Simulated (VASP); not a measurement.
## Pb: single point with r2SCAN

Crystal: Pb.

```xyz
2
Lattice="3.5670 0.0000 0.0000 -1.7835 3.0891 0.0000 0.0000 0.0000 5.5900" Properties=species:S:1:pos:R:3 pbc="T T T"
Pb    0.0000    2.0594    1.3975
Pb    1.7835    1.0297    4.1925
```

This cell differs from its parent crystal: strain +0.025 along x and y, +0.000 along z.

```json
{
  "Program": "VASP 6.6.1",
  "Task": "single point",
  "Functional": "r2SCAN",
  "Potentials or basis": "VASP PAW PBE potentials, release 64 (Pb_d)",
  "Cutoff": "520 eV",
  "k mesh": "18 × 18 × 10",
  "Occupations": "gaussian, width 0.15 eV",
  "Spin": "no spin polarisation"
}
```

The pressure is 0.4 GPa and the band gap on the k mesh is zero (bands 14 and 15 overlap by 7.55 eV).

Stress tensor (GPa, compression positive):
```
-0.43  0.00  0.00
 0.00 -0.43  0.00
 0.00  0.00  2.05
```

Levels at points of the mesh, in eV from the Fermi level:
```
           k point  band 10  band 11  band 12  band 13  band 14  band 15  band 16  band 17  band 18  band 19
(0.00, 0.00, 0.00)   -17.40   -12.15    -8.05    -4.16     5.25     5.25     7.23     7.23     8.49     8.79
(0.50, 0.00, 0.00)   -17.37    -8.76    -7.44    -2.79    -1.21    -0.50     1.81     1.95     5.78     6.32
(0.00, 0.00, 0.50)   -17.47   -10.82   -10.82     1.33     1.33     6.20     6.20     6.20     6.20     9.56
(0.50, 0.00, 0.50)   -17.39    -7.89    -7.89    -3.74    -3.74     3.33     3.33     3.90     3.90     7.41
```

Wall time 21 min on 1 thread of Intel Xeon 8259CL (shared host), peak memory 0.35 GiB.

Caveat: the cell differs from its parent crystal (strain +0.025 along x and y, +0.000 along z); the PAW data sets were made with another functional, which shifts forces and pressure a little; spin-orbit coupling is left out, which moves the levels of the heavy elements.
